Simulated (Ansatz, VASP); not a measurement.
**Al2Ga3Sb3 in VASP and in Ansatz**

Contents of INCAR:

```
PREC = Accurate ; ENCUT = 600
EDIFF = 1E-7 ; ISMEAR = 0
SIGMA = 0.2 ; LREAL = False
LASPH = True ; NELM = 100
ALGO = Fast ; ISIF = 3
LWAVE = False ; LCHARG = False
GGA = PE ; IBRION = 2
NSW = 36 ; EDIFFG = -0.08
```

File KPOINTS:

```
Automatic mesh
0
Gamma
  4 4 2
```

Contents of POSCAR:

```
Al2Ga3Sb3
1.0
    5.4510509000      0.0000000000      0.0000000000
   -2.7255254500      4.7207485600      0.0000000000
    0.0000000000      0.0000000000      8.4724451300
Al Ga Sb
2 3 3
Direct
    0.6666666700      0.3333333300      0.7533213700
    0.6666666700      0.3333333300      0.2466786300
    0.3333333300      0.6666666700      0.5000000000
    0.6666666700      0.3333333300      0.0000000000
    0.0000000000      0.0000000000      0.5000000000
    0.0000000000      0.0000000000      0.2753097500
    0.0000000000      0.0000000000      0.7246902500
    0.3333333300      0.6666666700      0.0000000000
```

Input for Ansatz:

```yaml
crystal:
  lattice:
    - [5.4510509, 0.0, 0.0]
    - [-2.72552545, 4.72074856, 0.0]
    - [0.0, 0.0, 8.47244513]
  atoms:
    - { symbol: Al, position: [0.66666667, 0.33333333, 0.75332137] }
    - { symbol: Al, position: [0.66666667, 0.33333333, 0.24667863] }
    - { symbol: Ga, position: [0.33333333, 0.66666667, 0.5] }
    - { symbol: Ga, position: [0.66666667, 0.33333333, 0.0] }
    - { symbol: Ga, position: [0.0, 0.0, 0.5] }
    - { symbol: Sb, position: [0.0, 0.0, 0.27530975] }
    - { symbol: Sb, position: [0.0, 0.0, 0.72469025] }
    - { symbol: Sb, position: [0.33333333, 0.66666667, 0.0] }
basis:
  ecutwfc: 420
kpoints:
  mp_grid: { grid: [4, 4, 2] }
hamiltonian:
  xc: pbe
scf:
  occupations: { method: gaussian, width: 0.2 }
  lower_state_search: "off"
output:
  forces: true
  stress: true
  eigenvalues: true
relax:
  adjacent_minimum: "off"
  f_tol: 0.08
  max_steps: 16
  cell: { stress_tol: 0.8 }
```

Alike in both runs: task relaxation of cell and atoms; functional PBE; k mesh 4 × 4 × 2; occupations gaussian, width 0.2 eV; no spin polarisation.

|  | VASP | Ansatz |
| --- | --- | --- |
| version | VASP 6.6.1 | Ansatz 0.2.0 |
| potentials or method | VASP PAW PBE potentials, release 64 (Al, Ga_d, Sb), cutoff 600 eV | scalar-relativistic, plane waves, PAW |
| valence electrons in the cell | 60 | 90 |

```tsv
	VASP	Ansatz	Ansatz less VASP
gap on the k mesh at the Fermi level, each at its own relaxed structure (eV)	none	none	-
relaxed volume (Å³/atom)	24.10	24.24	+0.142
relaxed cell length with the largest relative difference (Å)	10.705	10.826	+0.1211
```

A gap of «none» marks a metal or a gap that the smearing closes. VASP's potentials hold 60 valence electrons a cell and Ansatz's 90, so a difference there can come from the potentials and not from the codes.

The k mesh is coarse, so the values compare programs but aren't converged. Neither program's run includes spin-orbit coupling.
